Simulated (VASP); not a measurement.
Tl, 1 atom in the cell. Symmetry: Im-3m, No. 229, cubic system. Conventional cell: a = 3.803 Å, b = 3.803 Å, c = 3.803 Å, α = 90.00°, β = 90.00°, γ = 90.00°. Tl (site symmetry m-3m) has 14 Tl at 3.29 to 3.80 Å within 4.3 Å. This isn't the form of Tl at room conditions, which is hcp.

| Quantity | Value |
| --- | --- |
| Program | VASP 6.6.1 |
| Task | single point |
| Functional | LDA |
| Potentials or basis | VASP PAW LDA potentials, release 64 (Tl_d) |
| Cutoff | 520 eV |
| k mesh | 13 × 13 × 13 |
| Occupations | fermi-dirac, width 0.05 eV |
| Spin | no spin polarisation |
| Dipole correction | no |
| Further INCAR settings | ALGO = Normal; EDIFF = 1e-06; NBANDS = 12 |

Potentials or basis: VASP PAW LDA potentials, release 64 (Tl_d).

Launch:

```bash
$ cat potpaw_LDA.64/Tl_d/POTCAR > POTCAR
$ mpirun -np 1 vasp_std > vasp.out
```

Hardware: 1 thread of AMD EPYC 7R13 Processor (Zen 3), on a shared host.

Problem. Estimate the wall time of this run.

Solution. It took 14 s on 1 thread of AMD EPYC 7R13 Processor (Zen 3), with other jobs on the host, peak memory 0.11 GiB. Counts: scf iterations 10, k points 84.
